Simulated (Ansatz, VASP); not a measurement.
# ZrSi2: VASP beside Ansatz

```
Zr Si
1.0
     1.84174   -7.43557    0.00000
     1.84174    7.43557    0.00000
     0.00000    0.00000    3.67325
Zr Si
2 4
Direct
  0.89409 0.10591 0.25000
  0.10591 0.89409 0.75000
  0.44854 0.55146 0.75000
  0.55146 0.44854 0.25000
  0.25025 0.74975 0.25000
  0.74975 0.25025 0.75000
```

Alike in both runs: task single point; functional PBE; k mesh 6 × 6 × 6; occupations gaussian, width 0.1 eV; no spin polarisation.

|  | VASP | Ansatz |
| --- | --- | --- |
| version | VASP 6.6.1 | Ansatz 0.2.0 |
| potentials or method | VASP PAW PBE potentials, release 64 (Zr_sv, Si), cutoff 500 eV | scalar-relativistic, plane waves, PAW |
| valence electrons in the cell | 40 | 40 |

|  | VASP | Ansatz | Ansatz less VASP |
| --- | --- | --- | --- |
| gap on the k mesh at the Fermi level (eV) | none | none | - |
| pressure (GPa) | 0.8 | 0.7 | -0.03 |
| traceless stress, the component that is largest in VASP (GPa) | 0.75 | 0.74 | -0.019 |
| rms of the force components (eV/Å) | 0.070 | 0.074 | +0.0039 |

Atom by atom the forces differ by 0.004 eV/Å (rms over components). A gap of «none» marks a metal or a gap that the smearing closes.
